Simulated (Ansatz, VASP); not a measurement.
# Two plane-wave programs on MgO

POSCAR

```
MgO
1.0
    0.0000000000      2.1021674168      2.1021674168
    2.1021674168      0.0000000000      2.1021674168
    2.1021674168      2.1021674168      0.0000000000
Mg O
1 1
Direct
    0.0000000000      0.0000000000      0.0000000000
    0.5000000000      0.5000000000      0.5000000000
```

The input INCAR.step1:

```
ALGO = Normal ; EDIFF = 1E-5
ENCUT = 920 ; GGA = PE
GGA_COMPAT = F ; ISMEAR = 0
LASPH = T ; LCHARG = F
LREAL = F ; LWAVE = T
NBANDS = 15 ; NELM = 120
PREC = Accurate ; SIGMA = 0.01
```

File INCAR.step2:

```
ALGO = Normal ; EDIFF = 1E-6
ENCUT = 920 ; GGA_COMPAT = F
ISIF = 2 ; ISMEAR = 0
ISTART = 1 ; LASPH = T
LCHARG = F ; LMIXTAU = T
LREAL = F ; LWAVE = F
METAGGA = R2SCAN ; NBANDS = 15
NELM = 120 ; PREC = Accurate
SIGMA = 0.01
```

KPOINTS

```
k-points
0
Gamma
  8 8 8
```

Input for Ansatz:

```yaml
crystal:
  lattice:
    - [0.0, 2.1021674168, 2.1021674168]
    - [2.1021674168, 0.0, 2.1021674168]
    - [2.1021674168, 2.1021674168, 0.0]
  atoms:
    - { symbol: Mg, position: [0.0, 0.0, 0.0] }
    - { symbol: O, position: [0.5, 0.5, 0.5] }
kpoints:
  mp_grid: { grid: [8, 8, 8] }
hamiltonian:
  xc: r2scan
scf:
  occupations: { method: fixed }
  n_extra_bands: 4
output:
  forces: true
  stress: true
  eigenvalues: true
```

Alike in both runs: task single point; functional r2SCAN; k mesh 8 × 8 × 8; no spin polarisation.

|  | VASP | Ansatz |
| --- | --- | --- |
| version | VASP 6.6.1 | Ansatz 0.2.0 |
| potentials or method | VASP PAW PBE potentials, release 64 (Mg_sv, O) | plane waves, PAW |
| plane-wave cutoff (eV) | 920 | 500 |
| occupations | gaussian, width 0.01 eV | fixed |
| valence electrons in the cell | 16 | 16 |

Ansatz gave:

| Quantity | Value |
| --- | --- |
| gap on the k mesh at the Fermi level (eV) | 5.68 |
| pressure (GPa) | 0.0 |

Q: Which values does VASP return?

A: gap on the k mesh at the Fermi level (eV): 5.70; pressure (GPa): 0.5.

VASP's potentials were made for PBE, not for r2SCAN.
